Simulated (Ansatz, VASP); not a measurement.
## AlN: VASP beside Ansatz

```
CELL_PARAMETERS angstrom
3.11378 0.00000 0.00000
-1.55689 2.69661 0.00000
0.00000 0.00000 4.98365
ATOMIC_POSITIONS crystal
Al 0.66667 0.33333 0.49902
Al 0.33333 0.66667 0.99902
N 0.66667 0.33333 0.88098
N 0.33333 0.66667 0.38098
```

Alike in both runs: functional PBEsol; k mesh 9 × 9 × 4; occupations gaussian, width 0.02 eV; no spin polarisation.

Ansatz relaxed the structure, and its values are those at the end. VASP's run is a single point on that final structure, the one shown.

|  | VASP | Ansatz |
| --- | --- | --- |
| version | VASP 6.6.1 | Ansatz 0.2.0 |
| potentials or method | VASP PAW PBE potentials, release 64 (Al, N), cutoff 520 eV | scalar-relativistic, plane waves, PAW |
| valence electrons in the cell | 16 | 16 |

```tsv
	VASP	Ansatz	Ansatz less VASP
gap on the k mesh at the Fermi level (eV)	4.11	4.09	-0.017
least direct gap on the mesh (eV)	4.11	4.09	-0.017
pressure (GPa)	0.0	0.0	+0.01
```

VASP's potentials were made for PBE, not for PBEsol.
